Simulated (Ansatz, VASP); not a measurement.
CdF2 in VASP and in Ansatz

```
Cd F
1.0
     0.00000    2.65349    2.54921
     2.65349    0.00000    2.54921
     2.65349    2.65349    0.00000
Cd F
1 2
Cartesian
  0.0000 0.0000 0.0000
  1.3267 1.3267 1.2746
  3.9802 3.9802 3.8238
```

Alike in both runs: task single point; functional PBEsol; k mesh 8 × 8 × 8; occupations gaussian, width 0.05 eV; no spin polarisation.

|  | VASP | Ansatz |
| --- | --- | --- |
| version | VASP 6.6.1 | Ansatz 0.2.0 |
| potentials or method | VASP PAW PBE potentials, release 64 (Cd, F), cutoff 520 eV | scalar-relativistic, plane waves, PAW |
| valence electrons in the cell | 26 | 34 |

VASP gave:

- gap on the k mesh at the Fermi level (eV): 3.15
- least direct gap on the mesh (eV): 3.51
- pressure (GPa): 12.3
- traceless stress, the component that is largest in VASP (GPa): 3.13

Problem. What did Ansatz give for the same quantities?

Solution. gap on the k mesh at the Fermi level (eV): 3.19; least direct gap on the mesh (eV): 3.54; pressure (GPa): 11.0; traceless stress, the component that is largest in VASP (GPa): 3.19.

VASP's potentials were made for PBE, not for PBEsol. The functional is the same, so the differences come from potentials, cutoffs and numerics. VASP's potentials hold 26 valence electrons a cell and Ansatz's 34, so a difference there can come from the potentials and not from the codes.
